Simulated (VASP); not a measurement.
**Al (a cell with a defect): single point with r2SCAN**

The system is Al (a cell with a defect).

```
CELL_PARAMETERS angstrom
8.10000 0.00000 0.00000
0.00000 8.10000 0.00000
0.00000 0.00000 8.10000
ATOMIC_POSITIONS crystal
Al 0.49668 0.99607 0.00066
Al 0.75034 0.24636 0.00493
Al 0.00398 0.99605 0.00059
Al 0.25029 0.25112 0.99197
Al 0.49519 0.50187 0.99797
Al 0.75030 0.74788 0.00033
Al 0.25035 0.99805 0.24808
Al 0.47632 0.25874 0.24109
Al 0.75033 0.49489 0.25347
Al 0.48321 0.99422 0.50561
Al 0.75030 0.13452 0.36530
Al 0.75034 0.00239 0.74957
Al 0.00545 0.50180 0.99804
Al 0.25033 0.74843 0.99965
Al 0.02424 0.25864 0.24118
Al 0.25029 0.50787 0.24871
Al 0.49793 0.74823 0.24557
Al 0.01736 0.99423 0.50560
Al 0.25035 0.25174 0.50178
Al 0.49667 0.49918 0.50377
Al 0.75034 0.75025 0.49745
Al 0.25031 0.99758 0.75525
Al 0.49793 0.25427 0.75162
Al 0.75030 0.49950 0.75196
Al 0.00269 0.74818 0.24554
Al 0.00399 0.49925 0.50379
Al 0.25031 0.74459 0.50226
Al 0.00269 0.25429 0.75166
Al 0.25033 0.50018 0.75140
Al 0.49479 0.74792 0.75193
Al 0.00591 0.74792 0.75192
```

| Quantity | Value |
| --- | --- |
| Program | VASP 6.6.1 |
| Task | single point |
| Functional | r2SCAN |
| Potentials or basis | VASP PAW PBE potentials, release 64 (Al) |
| Cutoff | 520 eV |
| k mesh | 2 × 2 × 2 |
| Occupations | fermi-dirac, width 0.05 eV |
| Spin | no spin polarisation |

- Pressure: -3.3 GPa
- Largest force: 0.025 eV/Å
- Band gap on the k mesh: zero (an odd number of electrons rules out a gap without spin polarisation)

Forces in eV/Å, atoms in the order of the input:
```
Al  -0.001 -0.004 -0.010
Al  -0.001 -0.004 -0.006
Al   0.000 -0.005 -0.005
Al   0.000  0.008 -0.002
Al  -0.005  0.000  0.001
Al   0.001  0.001 -0.005
Al  -0.001 -0.004  0.004
Al   0.011  0.001 -0.002
Al  -0.001  0.007  0.004
Al  -0.004  0.000  0.002
Al  -0.002 -0.018  0.017
Al  -0.001  0.003  0.000
Al   0.005  0.001 -0.001
Al   0.001 -0.007 -0.002
Al  -0.007  0.005 -0.006
Al   0.001  0.002 -0.009
Al  -0.007 -0.003  0.004
Al   0.005  0.000  0.001
Al  -0.001 -0.004  0.004
Al  -0.001  0.010  0.005
Al  -0.001  0.001 -0.003
Al   0.000  0.001 -0.003
Al  -0.007 -0.004  0.001
Al   0.002  0.005 -0.001
Al   0.007  0.002  0.005
Al   0.000  0.005  0.005
Al   0.000  0.002 -0.001
Al   0.008 -0.004 -0.002
Al   0.001  0.002  0.007
Al   0.001  0.001 -0.002
Al  -0.002  0.000  0.000
```

Stress tensor (GPa, compression positive):
```
-2.96  0.00  0.00
 0.00 -3.42  0.09
 0.00  0.09 -3.42
```

Levels at points of the mesh, in eV from the Fermi level:
| k point | band 42 | band 43 | band 44 | band 45 | band 46 | band 47 | band 48 | band 49 | band 50 | band 51 |
| --- | --- | --- | --- | --- | --- | --- | --- | --- | --- | --- |
| (0.00, 0.00, 0.00) | -0.43 | -0.23 | -0.14 | -0.09 | 0.21 | 0.47 | 0.58 | 0.61 | 0.67 | 0.70 |
| (0.50, 0.00, 0.00) | -0.56 | -0.55 | -0.21 | -0.21 | -0.20 | -0.17 | -0.17 | 0.44 | 0.46 | 0.49 |
| (0.00, 0.50, 0.00) | -0.63 | -0.42 | -0.40 | -0.12 | -0.10 | -0.03 | 0.08 | 0.09 | 0.28 | 0.44 |
| (0.00, 0.00, 0.50) | -0.63 | -0.42 | -0.40 | -0.12 | -0.10 | -0.03 | 0.08 | 0.09 | 0.28 | 0.44 |
| (0.50, 0.50, 0.00) | -0.94 | -0.77 | -0.75 | -0.06 | -0.01 | 0.27 | 0.61 | 1.25 | 1.32 | 1.39 |
| (0.00, 0.50, 0.50) | -1.06 | -1.03 | -1.00 | 0.00 | 0.04 | 0.36 | 0.57 | 1.22 | 1.28 | 1.30 |
| (0.50, 0.00, 0.50) | -0.94 | -0.77 | -0.75 | -0.06 | -0.01 | 0.27 | 0.61 | 1.25 | 1.32 | 1.39 |
| (0.50, 0.50, 0.50) | -0.47 | -0.46 | -0.43 | -0.40 | -0.34 | -0.23 | -0.15 | -0.08 | -0.04 | 0.01 |

Run time: 32 min on 1 thread of Oxide Virtual Turin-like Processor, on a shared host, peak memory 0.58 GiB.

Caveat: the k points lie up to 0.39 Å⁻¹ apart, too coarse for converged energies and pressures of a metal; the PAW data sets were made with another functional, which shifts forces and pressure a little.
